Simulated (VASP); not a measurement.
# Ru: single point with PBE

Ru:

```
CELL_PARAMETERS angstrom
2.70580 0.00000 0.00000
-1.35290 2.34329 0.00000
0.00000 0.00000 4.28190
ATOMIC_POSITIONS crystal
Ru 0.66667 0.33333 0.75000
Ru 0.33333 0.66667 0.25000
```

```yaml
Program: VASP 6.6.1
Task: single point
Functional: PBE
Potentials_or_basis: VASP PAW PBE potentials, release 64 (Ru_pv)
Cutoff: 520 eV
k_mesh: 11 × 11 × 6
Occupations: gaussian, width 0.027 eV
Spin: no spin polarisation
Dipole_correction: no
Further_INCAR_settings: ALGO = Normal; EDIFF = 1e-06; NBANDS = 21
```

```yaml
Pressure: 4.4 GPa
Band_gap_on_the_k_mesh: zero (bands 14 and 15 overlap by 3.07 eV)
```

Stress tensor (GPa, compression positive):
```
4.49 0.00 0.00
0.00 4.49 0.00
0.00 0.00 4.32
```

Levels at points of the mesh, in eV from the Fermi level:
| k point | band 12 | band 13 | band 14 | band 15 | band 16 | band 17 |
| --- | --- | --- | --- | --- | --- | --- |
| (0.00, 0.00, 0.00) | -1.86 | -1.86 | -1.33 | -1.33 | 1.24 | 1.24 |
| (0.00, 0.00, 0.50) | -2.70 | -2.65 | -2.65 | 0.60 | 0.60 | 0.60 |

It took 42 s on 1 thread of Intel Xeon 8259CL (shared host), peak memory 0.15 GiB.

Caveat: the cell stands under pressure.
